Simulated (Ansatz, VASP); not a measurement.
**BAs in VASP and in Ansatz**

The input INCAR:

```
PREC = Accurate ; ENCUT = 600
EDIFF = 1E-7 ; ISMEAR = 0
SIGMA = 0.1 ; LREAL = F
LASPH = T ; NELM = 80
ALGO = Normal ; ISIF = 3
LWAVE = F ; LCHARG = F
GGA = PE ; IBRION = 2
NSW = 100 ; EDIFFG = -0.01
```

Contents of KPOINTS:

```
Automatic mesh
0
Gamma
  24 24 24
```

The input POSCAR:

```
BAs
1.0
    1.5965279056      0.9217558161      2.7803783502
   -1.5965279056      0.9217558161      2.7803783502
    0.0000000000     -1.8435116321      2.7803783502
B As
1 1
Direct
    0.0000000000      0.0000000000      0.0000000000
    0.5000000000      0.5000000000      0.5000000000
```

Input for Ansatz:

```yaml
crystal:
  lattice:
    - [1.5965279056, 0.9217558161, 2.7803783502]
    - [-1.5965279056, 0.9217558161, 2.7803783502]
    - [0.0, -1.8435116321, 2.7803783502]
  atoms:
    - { symbol: B, position: [0.0, 0.0, 0.0] }
    - { symbol: As, position: [0.5, 0.5, 0.5] }
basis:
  ecutwfc: 420
kpoints:
  mp_grid: { grid: [24, 24, 24] }
hamiltonian:
  xc: pbe
scf:
  occupations: { method: gaussian, width: 0.1 }
output:
  forces: true
  stress: true
  eigenvalues: true
  write_density: true
  write_potential: true
  elf: true
  volumetric_format: npy
relax:
  adjacent_minimum: "off"
  f_tol: 0.01
  max_steps: 80
  cell: { stress_tol: 0.05 }
```

Change from the starting cell: species swapped into the FeIr type (R-3m, No. 166).

Alike in both runs: task relaxation of cell and atoms; functional PBE; k mesh 24 × 24 × 24; occupations gaussian, width 0.1 eV; no spin polarisation.

|  | VASP | Ansatz |
| --- | --- | --- |
| version | VASP 6.6.1 | Ansatz 0.2.0 |
| potentials or method | VASP PAW PBE potentials, release 64 (B, As), cutoff 600 eV | scalar-relativistic, plane waves, PAW |
| valence electrons in the cell | 8 | 18 |

VASP gave:

| Item | Value |
| --- | --- |
| gap on the k mesh at the Fermi level, each at its own relaxed structure (eV) | none |
| relaxed volume (Å³/atom) | 12.31 |
| relaxed length of the cell vector where the two differ most in proportion (Å) | 3.265 |

Task: Estimate Ansatz's values.

Result: gap on the k mesh at the Fermi level, each at its own relaxed structure (eV): none; relaxed volume (Å³/atom): 12.27; relaxed length of the cell vector where the two differ most in proportion (Å): 3.263.

A gap of «none» marks a metal or a gap that the smearing closes. VASP's potentials hold 8 valence electrons a cell and Ansatz's 18, so a difference there can come from the potentials and not from the codes.
